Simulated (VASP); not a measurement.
A run of VASP 6.6.1:

Contents of INCAR:

```
SYSTEM = Ge
PREC = Accurate
ENCUT = 600
EDIFF = 1E-6
ISMEAR = 0
SIGMA = 0.1
LREAL = .False.
LASPH = .True.
NELM = 60
ALGO = Normal
ISIF = 3
LWAVE = .False.
LCHARG = .False.
GGA = PE
IBRION = 2
NSW = 100
EDIFFG = -0.01
```

KPOINTS

```
regular mesh
0
Gamma
  24 24 20
  0 0 0
```

Contents of POSCAR:

```
Ge
1.0
    2.8480979621      0.0000000000      0.0000000000
   -1.4240489810      2.4665251876      0.0000000000
    0.0000000000      0.0000000000      2.8042968660
Ge
1
Direct
    0.0000000000      0.0000000000      0.5000000000
```

Potentials or basis: VASP PAW PBE potentials, release 64 (Ge_d).

Launch:

```sh
$ cat potpaw_PBE.64/Ge_d/POTCAR > POTCAR
$ mpirun -np 1 vasp_std > vasp.out
```

Hardware: 1 thread of AMD EPYC 9R45 (Zen 5), with other jobs on the host.

Q: How long does it take, and how much memory?

A: Run time: 8.7 min on 1 thread of AMD EPYC 9R45 (Zen 5), on a shared host, peak memory 0.26 GiB. Counts: scf iterations 52, k points 671, ion steps 10.
